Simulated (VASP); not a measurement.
A run of VASP 6.6.1:

Contents of INCAR:

```
PREC = Accurate
ENCUT = 520
EDIFF = 1E-7
ISMEAR = -1
SIGMA = 0.06122561905347299
LREAL = F
LASPH = T
NELM = 100
ALGO = Normal
ISIF = 2
LWAVE = F
LCHARG = F
GGA = PE
NBANDS = 69
```

KPOINTS

```
regular mesh
0
Gamma
  11 11 11
```

File POSCAR:

```
V2O5
1.0
    4.9963062004      0.0000000000      0.0000000000
    0.0000000000      4.9963062004      0.0000000000
    0.0000000000      0.0000000000      4.9963062004
V O
4 10
Direct
    0.0000000000      0.0000000000      0.0000000000
    0.5000000000      0.5000000000      0.0000000000
    0.5000000000      0.0000000000      0.5000000000
    0.0000000000      0.5000000000      0.5000000000
    0.5000000000      0.0000000000      0.0000000000
    0.0000000000      0.5000000000      0.0000000000
    0.0000000000      0.0000000000      0.5000000000
    0.5000000000      0.5000000000      0.5000000000
    0.7500000000      0.7500000000      0.2500000000
    0.7500000000      0.2500000000      0.7500000000
    0.2500000000      0.7500000000      0.7500000000
    0.7500000000      0.2500000000      0.2500000000
    0.2500000000      0.7500000000      0.2500000000
    0.2500000000      0.2500000000      0.7500000000
```

Potentials or basis: VASP PAW PBE potentials, release 64 (V_sv, O).

Command:

```bash
$ cat potpaw_PBE.64/V_sv/POTCAR potpaw_PBE.64/O/POTCAR > POTCAR
$ mpirun -np 1 vasp_std > vasp.out
```

Hardware: 1 thread of Intel Xeon 8259CL, on a shared host.

How long does it take, and how much memory?

Run time: 22 min on 1 thread of Intel Xeon 8259CL (shared host), peak memory 0.46 GiB. Counts: scf iterations 22, k points 56.
